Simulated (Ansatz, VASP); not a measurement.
ScS4: VASP beside Ansatz

```
Sc S
1.0
    -1.72069    1.72069    8.33507
     1.72069   -1.72069    8.33507
     1.72069    1.72069   -8.33507
Sc S
1 4
Direct
  0.00000 0.00000 0.00000
  0.43015 0.43015 0.00000
  0.56985 0.56985 0.00000
  0.75000 0.25000 0.50000
  0.25000 0.75000 0.50000
```

Change from the starting cell: species swapped into the NaGa4 type (I4/mmm, No. 139).

Alike in both runs: functional PBE; k mesh 6 × 6 × 6; occupations gaussian, width 0.1 eV; no spin polarisation.

Ansatz relaxed the structure, and its values are those at the end. VASP's run is a single point on that final structure, the one shown.

|  | VASP | Ansatz |
| --- | --- | --- |
| version | VASP 6.6.1 | Ansatz 0.2.0 |
| potentials or method | VASP PAW PBE potentials, release 64 (Sc_sv, S), cutoff 520 eV | scalar-relativistic, plane waves, PAW |
| valence electrons in the cell | 35 | 35 |

VASP gave:

* gap on the k mesh at the Fermi level (eV): none
* pressure (GPa): -0.2
* rms of the force components (eV/Å): 0.026

**Question.** Estimate Ansatz's values.

**Answer.** gap on the k mesh at the Fermi level (eV): none; pressure (GPa): -0.1; rms of the force components (eV/Å): 0.013.

A gap of «none» marks a metal or a gap that the smearing closes.

The k mesh is coarse, so the values compare programs but aren't converged.
